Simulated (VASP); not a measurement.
Co:

```
Co
1.0
     0.00000    1.78950    1.78950
     1.78950    0.00000    1.78950
     1.78950    1.78950    0.00000
Co
1
Direct
  0.00000 0.00000 0.00000
```

Base run:

| Item | Value |
| --- | --- |
| Program | VASP 6.6.1 |
| Functional | PBE |
| Potentials or basis | VASP PAW PBE potentials, release 64 (Co) |
| Cutoff | 520 eV |
| k mesh | 14 × 14 × 14 |
| Occupations | gaussian, width 0.1 eV |
| Spin | collinear spin, ferromagnetic start |
| Starting moments | [2.57] μB |
| Fixed moment | 2.57 μB |

Its results: pressure 10.5 GPa; site moments Co +2.49 μB.

Task: The run is repeated on the same cell with these changes: fixed moment from 2.57 μB to 0.86 μB; moments at the start from [2.57] to [0.86]. What comes out?

Result: Pressure -18.0 GPa; site moments Co +0.88 μB.

Caveats: the total moment is fixed, so each spin has its own Fermi level.
